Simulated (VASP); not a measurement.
# SiB2 (P-62m) in VASP: a series of runs

The runs below take SiB2 through single point, relaxation of cell and atoms, with PBE.

All numbers are computed with VASP 6.6.1; they aren't measurements. Logs are shortened: lines on timing, memory, paths and dates and some standing lists are left out, and cuts for length are marked.

### Step 1. The cell of the first run

The structure is hexagonal, space group P-62m (No. 189). The conventional cell has a = 4.801 Å, b = 4.801 Å, c = 2.793 Å, α = 90.00°, β = 90.00°, γ = 120.00°. Within 3.1 Å of Si (site symmetry -6) lie 9 B at 2.36 to 2.77 Å and 5 Si at 2.77 to 2.79 Å. Within 2.4 Å of B (site symmetry m2m) lie 4 B at 1.78 to 1.91 Å and 4 Si at 2.36 Å. Within 2.4 Å of B (site symmetry -62m) lie 6 B at 1.78 Å.

The cell was generated, and may not be a known phase.

### Step 2. Single point, PBE

The input, INCAR:

```
ALGO = Normal
EDIFF = 1E-7
ENCUT = 520
GGA = PE
ISIF = 2
ISMEAR = 0
LASPH = True
LCHARG = False
LREAL = False
LWAVE = False
NBANDS = 19
NELM = 100
PREC = Accurate
SIGMA = 0.1
```

The input, KPOINTS:

```
k-points
0
Gamma
  6 6 4
```

The input, POSCAR:

```
SiB2
1.0
    4.8007783439      0.0000000000      0.0000000000
   -2.4003891720      4.1575960038      0.0000000000
    0.0000000000      0.0000000000      2.7926114770
Si B
2 4
Direct
    0.6666666667      0.3333333333      0.5000000000
    0.3333333333      0.6666666667      0.5000000000
    0.2300339111      0.2300339111      0.0000000000
    0.0000000000      0.7699660889      0.0000000000
    0.7699660889      0.0000000000      0.0000000000
    0.0000000000      0.0000000000      0.5000000000
```

Potentials or basis: VASP PAW PBE potentials, release 64 (Si, B).

On the command line:

```
$ cat potpaw_PBE.64/Si/POTCAR potpaw_PBE.64/B/POTCAR > POTCAR
$ mpirun -np 1 vasp_std > vasp.out
```

OUTCAR:

```text
EDIFF = 1E-7
   ENCUT = 520
   GGA = PE
   ISIF = 2
   ISMEAR = 0
   LASPH = True
   LREAL = False
   NELM = 100
   PREC = Accurate

 ion  position               nearest neighbor table
   1  0.667  0.333  0.500-   5 2.36   5 2.36   4 2.36   4 2.36   3 2.36   3 2.36   2 2.77   2 2.77
                             2 2.77
   2  0.333  0.667  0.500-   4 2.36   4 2.36   5 2.36   5 2.36   3 2.36   3 2.36   1 2.77   1 2.77
                             1 2.77
   3  0.230  0.230  0.000-   6 1.78   6 1.78   5 1.91   4 1.91   1 2.36   1 2.36   2 2.36   2 2.36

   4  0.000  0.770  0.000-   6 1.78   6 1.78   5 1.91   3 1.91   2 2.36   2 2.36   1 2.36   1 2.36

   5  0.770  0.000  0.000-   6 1.78   6 1.78   3 1.91   4 1.91   1 2.36   1 2.36   2 2.36   2 2.36

   6  0.000  0.000  0.500-   5 1.78   5 1.78   3 1.78   3 1.78   4 1.78   4 1.78

  LATTYP: Found a hexagonal cell.
 ALAT       =     4.8007783439
 C/A-ratio  =     0.5816997322

  Lattice vectors:

 A1 = (   4.8007783439,   0.0000000000,   0.0000000000)
 A2 = (  -2.4003891720,   4.1575960038,   0.0000000000)
 A3 = (   0.0000000000,   0.0000000000,   2.7926114770)

Analysis of symmetry for initial positions (statically):
=====================================================================
 Subroutine PRICEL returns:
 Original cell was already a primitive cell.

 Routine SETGRP: Setting up the symmetry group for a
 hexagonal supercell.

 Subroutine GETGRP returns: Found 12 space group operations
 (whereof 12 operations were pure point group operations)
 out of a pool of 24 trial point group operations.

The static configuration has the point symmetry D_3h.

Analysis of symmetry for dynamics (positions and initial velocities):
=====================================================================
 Subroutine PRICEL returns:
 Original cell was already a primitive cell.

 Routine SETGRP: Setting up the symmetry group for a
 hexagonal supercell.

 Subroutine GETGRP returns: Found 12 space group operations
 (whereof 12 operations were pure point group operations)
 out of a pool of 24 trial point group operations.

The dynamic configuration has the point symmetry D_3h.

 Subroutine INISYM returns: Found 12 space group operations
 (whereof 12 operations are pure point group operations),
 and found     1 'primitive' translations

----------------------------------------------------------------------------------------

                                     Primitive cell

  volume of cell :      55.7397

  direct lattice vectors                    reciprocal lattice vectors
     4.800778344  0.000000000  0.000000000     0.208299557  0.120261805  0.000000000
    -2.400389172  4.157596004  0.000000000     0.000000000  0.240523610  0.000000000
     0.000000000  0.000000000  2.792611477     0.000000000  0.000000000  0.358087764

  length of vectors
     4.800778344  4.800778344  2.792611477     0.240523610  0.240523610  0.358087764

  position of ions in fractional coordinates (direct lattice)
     0.666666667  0.333333333  0.500000000
     0.333333333  0.666666667  0.500000000
     0.230033911  0.230033911  0.000000000
     0.000000000  0.769966089  0.000000000
     0.769966089  0.000000000  0.000000000
     0.000000000  0.000000000  0.500000000

  ion indices of the primitive-cell ions
   primitive index   ion index
                 1           1
                 2           2
                 3           3
                 4           4
                 5           5
                 6           6

----------------------------------------------------------------------------------------

 KPOINTS: k-points

Automatic generation of k-mesh.
 Grid dimensions read from file:
 generate k-points for:    6    6    4

 Generating k-lattice:

  Cartesian coordinates                     Fractional coordinates (reciprocal lattice)
     0.034716593  0.020043634  0.000000000     0.166666667  0.000000000  0.000000000
     0.000000000  0.040087268  0.000000000     0.000000000  0.166666667  0.000000000
     0.000000000  0.000000000  0.089521941     0.000000000  0.000000000  0.250000000

  Length of vectors
     0.040087268  0.040087268  0.089521941

  Shift w.r.t. Gamma in fractional coordinates (k-lattice)
     0.000000000  0.000000000  0.000000000

 Subroutine IBZKPT returns following result:
 ===========================================

 Found     21 irreducible k-points:

 Following reciprocal coordinates:
            Coordinates               Weight
  0.000000  0.000000  0.000000      1.000000
  0.166667  0.000000  0.000000      6.000000
  0.333333 -0.000000  0.000000      6.000000
  0.500000  0.000000  0.000000      3.000000
  0.166667  0.166667  0.000000      6.000000
  0.333333  0.166667  0.000000     12.000000
[... 13 lines left out ...]
  0.333333  0.166667  0.500000     12.000000
  0.333333  0.333333  0.500000      2.000000
   k-points           NKPTS =     21   k-points in BZ     NKDIM =     21   number of bands    NBANDS=     19
   number of dos      NEDOS =    301   number of ions     NIONS =      6
   total plane-waves  NPLWV =  31104
   dimension x,y,z NGX =    36 NGY =   36 NGZ =   24
   dimension x,y,z NGXF=    72 NGYF=   72 NGZF=   48
   ions per type =               2   4
   NGX,Y,Z   is equivalent  to a cutoff of  12.47, 12.47, 14.29 a.u.
   NGXF,Y,Z  is equivalent  to a cutoff of  24.93, 24.93, 28.57 a.u.
 SYSTEM =  unknown system
   PREC   = accura    normal or accurate (medium, high low for compatibility)
   ISTART =      0    job   : 0-new  1-cont  2-samecut
   ICHARG =      2    charge: 1-file 2-atom 10-const
   ISPIN  =      1    spin polarized calculation?
   LNONCOLLINEAR =      F non collinear calculations
   LSORBIT =      F    spin-orbit coupling
   LASPH  =      T    aspherical Exc in radial PAW
   ENCUT  =  520.0 eV  38.22 Ry    6.18 a.u.   8.93  8.93  5.19*2*pi/ulx,y,z
   NELM   =    100;   NELMIN=  2; NELMDL= -5     # of ELM steps
   EDIFF  = 0.1E-06   stopping-criterion for ELM
   LREAL  =      F    real-space projection
   EDIFFG = 0.1E-05   stopping-criterion for IOM
   NSW    =      0    number of steps for IOM
   IBRION =     -1    ionic relax: 0-MD 1-quasi-New 2-CG
   NFREE  =      0    steps in history (QN), initial steepest desc. (CG)
   ISIF   =      2    stress and relaxation
   ISYM   =      2    0-nonsym 1-usesym 2-fastsym
   POTIM  = 0.5000    time-step for ionic-motion
   TEBEG  =    0.0;   TEEND  =   0.0 temperature during run
   PSTRESS=    0.0 pullay stress
   NELECT =      20.0000    total number of electrons
   NUPDOWN=      -1.0000    fix difference up-down
   EMIN   =  10.00;   EMAX   =-10.00  energy-range for DOS
   EFERMI =   0.00;   METHOD = LEGACY
   ISMEAR =     0;   SIGMA  =   0.10  broadening in eV -4-tet -1-fermi 0-gaus
   EFERMI_NEDOS =   21; number of points for ismear=-14 and -15
   IALGO  =     38    algorithm
   IMIX   =      4    mixing-type and parameters
     AMIX     =   0.40;   BMIX     =  1.00
     AMIX_MAG =   1.60;   BMIX_MAG =  1.00
  volume/ion in A,a.u.               =       9.29        62.69
  Fermi-wavevector in a.u.,A,eV,Ry     =   1.163313  2.198343 18.412733  1.353298
  Thomas-Fermi vector in A             =   2.299864
   LORBIT       =      0    0 simple, 1 ext, 2 COOP (PROOUT), +10 PAW based schemes
   GGA     = PE    functional components
   LHFCALC =     F    Hartree Fock is set to
   AEXX    =    0.0000 exact exchange contribution
   IVDW    =     0    specifies the selected vdW correction
   LEPSILON=     F    determine dielectric tensor
   LRPA    =     F    only Hartree local field effects (RPA)
 non-spin polarized calculation
 Gauss-broadening in eV      SIGMA  =   0.10
  energy-cutoff  :      520.00
  volume of cell :       55.74
 maximum number of plane-waves:      1518
 NGX is ok and might be reduce to    36
   NGX = 17   NGY = 17   NGZ = 11

 number of electron      19.9999999 magnetization

 Free energy of the ion-electron system (eV)
  ---------------------------------------------------
  ext. energy  EPLUGINS =         0.00000000
  ---------------------------------------------------
  free energy    TOTEN  =       -32.40572635 eV

  energy without entropy =      -32.40161716  energy(sigma->0) =      -32.40367176

 E-fermi :   8.7949     XC(G=0): -11.7105

 val. band max:        8.7787396364   @ k =   0.5000   0.0000   0.5000
 cond. band min:       8.7982208988   @ k =   0.0000   0.0000   0.2500
 fundamental gap:      0.0194812624
 Fermi energy:         8.7948861864

 k-point     1 :       0.0000    0.0000    0.0000
  band No.  band energies     occupation
      1      -7.0921      2.00000
      2      -1.5741      2.00000
      3       0.4400      2.00000
      4       0.4400      2.00000
      5       1.8770      2.00000
      6       2.3802      2.00000
[... 11 lines left out ...]
     18      17.2426      0.00000
     19      19.1967      0.00000

 k-point     2 :       0.1667    0.0000    0.0000
  band No.  band energies     occupation
      1      -6.9262      2.00000
      2      -2.2954      2.00000
      3      -0.0752      2.00000
      4       0.2105      2.00000
      5       1.6617      2.00000
      6       3.1565      2.00000
[... 11 lines left out ...]
     18      17.0882      0.00000
     19      17.9984      0.00000

 k-point     3 :       0.3333   -0.0000    0.0000
  band No.  band energies     occupation
      1      -6.4887      2.00000
      2      -3.4477      2.00000
      3      -0.8631      2.00000
      4      -0.3597      2.00000
      5       3.2342      2.00000
      6       4.6603      2.00000
[... 11 lines left out ...]
     18      15.8121      0.00000
     19      17.5727      0.00000

 k-point     4 :       0.5000    0.0000    0.0000
  band No.  band energies     occupation
      1      -6.1532      2.00000
      2      -4.0656      2.00000
      3      -1.1430      2.00000
      4      -0.5477      2.00000
      5       4.7126      2.00000
      6       5.4237      2.00000
[... 341 lines left out ...]
     18      16.1476      0.00000
     19      18.3939      0.00000

 k-point    20 :       0.3333    0.1667    0.5000
  band No.  band energies     occupation
      1      -3.5493      2.00000
      2      -1.7555      2.00000
      3       0.1726      2.00000
      4       0.9166      2.00000
      5       1.4762      2.00000
      6       2.2872      2.00000
[... 11 lines left out ...]
     18      14.6580      0.00000
     19      17.4238      0.00000

 k-point    21 :       0.3333    0.3333    0.5000
  band No.  band energies     occupation
      1      -3.5056      2.00000
      2      -1.4592      2.00000
      3       0.4151      2.00000
      4       0.4151      2.00000
      5       1.3492      2.00000
      6       1.3492      2.00000
[... 11 lines left out ...]
     18      15.3624      0.00000
     19      17.1841      0.00000

------------------------ aborting loop because EDIFF is reached ----------------------------------------

  FORCE on cell =-STRESS in cart. coord.  units (eV):
  Direction    XX          YY          ZZ          XY          YZ          ZX
  --------------------------------------------------------------------------------------
  -------------------------------------------------------------------------------------
  Total        0.0114600      0.0114600      0.0252622     -0.0000000     -0.0000000      0.0000000
  in kB        0.3294065      0.3294065      0.7261359     -0.0000000     -0.0000000      0.0000000
  external PRESSURE =       0.4616496 kB  Pullay stress =       0.0000000 kB

 VOLUME and BASIS-vectors are now :
 -----------------------------------------------------------------------------
  energy-cutoff  :      520.00
  volume of cell :       55.74
      direct lattice vectors                 reciprocal lattice vectors
     4.800778344  0.000000000  0.000000000     0.208299557  0.120261805  0.000000000
    -2.400389172  4.157596004  0.000000000     0.000000000  0.240523610  0.000000000
     0.000000000  0.000000000  2.792611477     0.000000000  0.000000000  0.358087764

 POSITION                                       TOTAL-FORCE (eV/Angst)
 -----------------------------------------------------------------------------------
      2.40039      1.38587      1.39631        -0.000000     -0.000000      0.000000
     -0.00000      2.77173      1.39631         0.000000     -0.000000      0.000000
      0.55217      0.95639      0.00000         0.000227      0.000393      0.000000
     -1.84822      3.20121      0.00000         0.000227     -0.000393     -0.000000
      3.69644      0.00000      0.00000        -0.000454     -0.000000      0.000000
      0.00000      0.00000      1.39631         0.000000     -0.000000      0.000000
 -----------------------------------------------------------------------------------
    total drift:                                0.000000      0.000000      0.000000

  FREE ENERGIE OF THE ION-ELECTRON SYSTEM (eV)
  ---------------------------------------------------
  free  energy   TOTEN  =       -32.4057263516 eV

  energy  without entropy=      -32.4016171625  energy(sigma->0) =      -32.40367176
```

Wall time 16 s (1 thread of Intel Xeon Platinum 8259CL at 2.50GHz (Skylake/Cascade Lake), shared host); peak memory 0.17 GiB.

What came out:

```yaml
Free_energy: -32.4057 eV
Pressure: 0.0 GPa
Band_gap_on_the_k_mesh: zero (bands 10 and 11 overlap by 6.13 eV)
```

Levels at points of the mesh, in eV from the Fermi level:
```csv
k point,band 8,band 9,band 10,band 11,band 12,band 13
"(0.00, 0.00, 0.00)",-3.62,3.98,3.98,4.02,4.19,4.19
"(0.50, 0.00, 0.00)",-1.81,-0.93,0.89,2.25,3.62,3.62
"(0.00, 0.00, 0.50)",-3.61,-2.92,-2.15,-2.15,-1.91,-1.79
"(0.50, 0.00, 0.50)",-4.50,-0.88,-0.06,-0.02,1.62,2.72
```

Caveat: the k points lie up to 0.56 Å⁻¹ apart, too coarse for converged energies and pressures of a metal.

### Step 3. Single point, PBE

This run uses another cell than the first one, of 11.30 Å³/atom.

The input, INCAR:

```
PREC     = Accurate       # precision mode
ENCUT    = 520            # plane-wave cutoff, eV
EDIFF    = 1E-6           # SCF threshold, eV
ISMEAR   = 0              # smearing method
SIGMA    = 0.1            # smearing width, eV
LREAL    = False          # projectors in reciprocal space
LASPH    = True           # aspherical terms in the spheres
NELM     = 80             # most SCF steps
ALGO     = Normal         # electronic algorithm
ISIF     = 2              # what is computed and relaxed
LWAVE    = False          # write WAVECAR
LCHARG   = False          # write CHGCAR
GGA      = PE             # functional
NBANDS   = 19             # bands
```

The input, KPOINTS:

```
regular mesh
0
Gamma
  6 6 4
```

The input, POSCAR:

```
SiB2
1.0
    4.3862493400      0.0000000000      0.0000000000
   -2.1931246700      3.7986033600      0.0000000000
    0.0000000000      0.0000000000      4.0698756700
Si B
2 4
Direct
    0.6666666700      0.3333333300      0.5000000000
    0.3333333300      0.6666666700      0.5000000000
    0.3396250200      0.3396250200      0.0000000000
    0.0000000000      0.6603749800      0.0000000000
    0.6603749800      0.0000000000      0.0000000000
    0.0000000000      0.0000000000      0.5000000000
```

Potentials or basis: VASP PAW PBE potentials, release 64 (Si, B).

On the command line:

```
$ cat potpaw_PBE.64/Si/POTCAR potpaw_PBE.64/B/POTCAR > POTCAR
$ mpirun -np 1 vasp_std > vasp.out
```

It took 18 s on 1 thread of Intel Xeon Platinum 8259CL at 2.50GHz (Skylake/Cascade Lake), shared host; peak memory 0.18 GiB.

The run converged. Its results:

```
Free energy            : -27.1810 eV
Pressure               : -22.6 GPa
Largest force          : 0.018 eV/Å
Band gap on the k mesh : zero (bands 10 and 11 overlap by 5.03 eV)
```

Forces on the atoms (eV/Å):
```
Si   0.000  0.000  0.000
Si   0.000  0.000  0.000
B    0.009  0.016  0.000
B    0.009 -0.016  0.000
B   -0.018  0.000  0.000
B    0.000  0.000  0.000
```

Stress tensor (GPa, compression positive):
```
-23.49   0.00   0.00
  0.00 -23.49   0.00
  0.00   0.00 -20.95
```

Levels at points of the mesh, in eV from the Fermi level:
| k point | band 6 | band 7 | band 8 | band 9 | band 10 | band 11 | band 12 | band 13 | band 14 | band 15 |
| --- | --- | --- | --- | --- | --- | --- | --- | --- | --- | --- |
| (0.00, 0.00, 0.00) | -5.08 | -4.26 | -4.26 | -4.25 | 1.09 | 1.09 | 1.74 | 1.74 | 2.46 | 2.46 |
| (0.50, 0.00, 0.00) | -3.76 | -3.61 | -3.34 | -0.42 | 0.01 | 0.71 | 1.31 | 1.39 | 2.11 | 2.33 |
| (0.00, 0.00, 0.50) | -2.68 | -2.68 | -2.67 | -2.67 | -2.62 | -2.33 | -2.30 | -1.74 | -1.74 | 2.76 |
| (0.50, 0.00, 0.50) | -4.96 | -4.69 | -4.21 | 2.27 | 2.70 | 2.77 | 2.86 | 3.51 | 3.54 | 3.88 |

Caveat: the k points lie up to 0.39 Å⁻¹ apart, too coarse for converged energies and pressures of a metal.

[end of part 1 of 2]

The gap in the log of VASP goes by the Fermi energy; the results here count the filled bands.